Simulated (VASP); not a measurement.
Input of a VASP 6.6.1 run:

INCAR

```
SYSTEM = GaW2
ALGO = Fast
EDIFF = 1E-6
ENCUT = 520
GGA = PE
ISIF = 2
ISMEAR = 0
LASPH = .True.
LCHARG = .False.
LREAL = .False.
LWAVE = .False.
NBANDS = 28
NELM = 100
PREC = Accurate
SIGMA = 0.1
```

Contents of KPOINTS:

```
k-points
0
Gamma
  12 12 18
  0 0 0
```

File POSCAR:

```
GaW2
1.0
    4.5852910297      0.0000000000      0.0000000000
   -2.2926455149      3.9709785154      0.0000000000
    0.0000000000      0.0000000000      2.6961274222
Ga W
1 2
Direct
    0.0000000000      0.0000000000      0.0000000000
    0.3333333333      0.6666666667      0.5000000000
    0.6666666667      0.3333333333      0.5000000000
```

Potentials or basis: VASP PAW PBE potentials, release 64 (Ga_d, W_sv).

Command:

```sh
$ cat potpaw_PBE.64/Ga_d/POTCAR potpaw_PBE.64/W_sv/POTCAR > POTCAR
$ mpirun -np 1 vasp_std > vasp.out
```

**Question.** What does it give for the pressure?

**Answer.** 0.5 GPa.

**Question.** What does it give for the band gap on the k mesh?

**Answer.** Zero (an odd number of electrons rules out a gap without spin polarisation).

Caveat: spin-orbit coupling is left out, which moves the levels of the heavy elements.
